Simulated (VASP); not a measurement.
Input of a VASP 6.6.1 run:

File INCAR:

```
PREC     = Accurate       # precision mode
ENCUT    = 500            # plane-wave cutoff, eV
EDIFF    = 1E-7           # SCF threshold, eV
ISMEAR   = 0              # smearing method
SIGMA    = 0.1            # smearing width, eV
LREAL    = F              # projectors in reciprocal space
LASPH    = T              # aspherical terms in the spheres
NELM     = 200            # most SCF steps
ALGO     = Normal         # electronic algorithm
ISIF     = 3              # what is computed and relaxed
LWAVE    = F              # write WAVECAR
LCHARG   = F              # write CHGCAR
GGA      = PE             # functional
IBRION   = 2              # ionic algorithm
NSW      = 90             # ionic steps
EDIFFG   = -0.04          # ionic threshold
GGA_COMPAT= F            
NELMIN   = 4            
LMAXMIX  = 6              # l up to which the mixer works
```

KPOINTS

```
Automatic mesh
0
Gamma
  6 6 4
```

Contents of POSCAR:

```
Dy3Br
1.0
    5.1349090100      0.0000000000      0.0000000000
   -2.5674545000      4.4469616400      0.0000000000
    0.0000000000      0.0000000000      4.7544111300
Dy Br
3 1
Direct
    0.3333333300      0.6666666700      0.0000000000
    0.6666666700      0.3333333300      0.0000000000
    0.0000000000      0.0000000000      0.5000000000
    0.0000000000      0.0000000000      0.0000000000
```

Potentials or basis: VASP PAW PBE potentials, release 64 (Dy_3, Br), 4f in core.

Launch:

```sh
$ cat potpaw_PBE.64/Dy_3/POTCAR potpaw_PBE.64/Br/POTCAR > POTCAR
$ mpirun -np 1 vasp_std > vasp.out
```

Q: What does it give for the band gap on the k mesh?

A: Zero (bands 17 and 18 overlap by 0.63 eV).

Q: What does it give for the relaxed cell?

A: a = 5.385 Å, b = 5.385 Å, c = 5.264 Å, α = 90.00°, β = 90.00°, γ = 120.00°.

Q: What does it give for the relaxed volume?

A: 33.05 Å³/atom.

Q: What does it give for the space group after relaxing (to 0.1 Å)?

A: P6/mmm (No. 191).

Final structure:
```cif
data_structure
_symmetry_space_group_name_H-M 'P 1'
_symmetry_Int_Tables_number 1
_cell_length_a 5.3853
_cell_length_b 5.3853
_cell_length_c 5.2638
_cell_angle_alpha 90.000
_cell_angle_beta 90.000
_cell_angle_gamma 120.000
_cell_volume 132.21
loop_
_atom_site_label
_atom_site_type_symbol
_atom_site_fract_x
_atom_site_fract_y
_atom_site_fract_z
_atom_site_occupancy
Dy1 Dy 0.33333 0.66667 0.00000 1
Dy2 Dy 0.66667 0.33333 0.00000 1
Dy3 Dy 0.00000 0.00000 0.50000 1
Br1 Br 0.00000 0.00000 0.00000 1
```

Caveat: the volume moved by over 15 % at a fixed basis, so the end points are rough; spin-orbit coupling is left out, which moves the levels of the heavy elements; the 4f electrons are frozen in the core, so they carry no moment and show no levels; the run has no spin polarisation, though such a crystal can be magnetic. Spin polarisation is off, so any magnetic state and its effect on volume and gap are missing.
